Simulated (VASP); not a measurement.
Wanted: the native input for a VASP 6.6.1 run.

```yaml
Task: single point
Functional: PBE
Potentials_or_basis: VASP PAW PBE potentials, release 64 (Mn_pv, H, Gd)
Cutoff: 520 eV
k_mesh: 5 × 5 × 5, shifted
Occupations: fermi-dirac, width 0.1 eV
Spin: no spin polarisation
Hubbard_terms: Gd f U = 3.92 eV, Mn d U = 1.31 eV
Dipole_correction: no
Further_INCAR_settings: ALGO = Normal; EDIFF = 1e-07; NBANDS = 25; ISYM = 0
```

The structure of GdMnH3 lies in POSCAR:

```
GdMnH3
1.0
    3.7559512500      0.0000000000      0.0000000000
    0.0000000000      3.7559512500      0.0000000000
    0.0000000000      0.0000000000      3.7559512500
Mn H Gd
1 3 1
Direct
    0.0000000000      0.0000000000      0.0000000000
    0.5000000000      0.0000000000      0.0000000000
    0.0000000000      0.5000000000      0.0000000000
    0.0000000000      0.0000000000      0.5000000000
    0.5000000000      0.5000000000      0.5000000000
```

One way to write it, as run:

INCAR

```
PREC     = Accurate       # precision mode
ENCUT    = 520            # plane-wave cutoff, eV
EDIFF    = 1E-7           # SCF threshold, eV
ISMEAR   = -1             # smearing method
SIGMA    = 0.1            # smearing width, eV
LREAL    = False          # projectors in reciprocal space
LASPH    = True           # aspherical terms in the spheres
NELM     = 150            # most SCF steps
ALGO     = Normal         # electronic algorithm
ISIF     = 2              # what is computed and relaxed
LWAVE    = False          # write WAVECAR
LCHARG   = False          # write CHGCAR
LMAXMIX  = 6              # l up to which the mixer works
LDAU     = True           # DFT+U
LDAUTYPE = 2            
LDAUL    = 2 -1 3         # shell
LDAUU    = 1.31 0 3.92    # U, eV
LDAUJ    = 0 0 0        
LDAUPRINT= 1            
GGA      = PE             # functional
ISYM     = 0            
NBANDS   = 25             # bands
```

KPOINTS

```
Automatic mesh
0
Gamma
  5 5 5
  0.5 0.5 0.5
```

Potentials or basis: VASP PAW PBE potentials, release 64 (Mn_pv, H, Gd).

The run is started by

```console
$ cat potpaw_PBE.64/Mn_pv/POTCAR potpaw_PBE.64/H/POTCAR potpaw_PBE.64/Gd/POTCAR > POTCAR
$ mpirun -np 1 vasp_std > vasp.out
```

It gave:

```yaml
Pressure: -10.4 GPa
Band_gap_on_the_k_mesh: 0.43 eV (least direct gap 0.54 eV)
```

Caveat: the cell stands under tension; spin-orbit coupling is left out, which moves the levels of the heavy elements; a shifted mesh leaves out Γ, where band edges can lie.

Run time: 18 min on 1 thread of Intel Xeon 8259CL, on a shared host, peak memory 0.25 GiB.
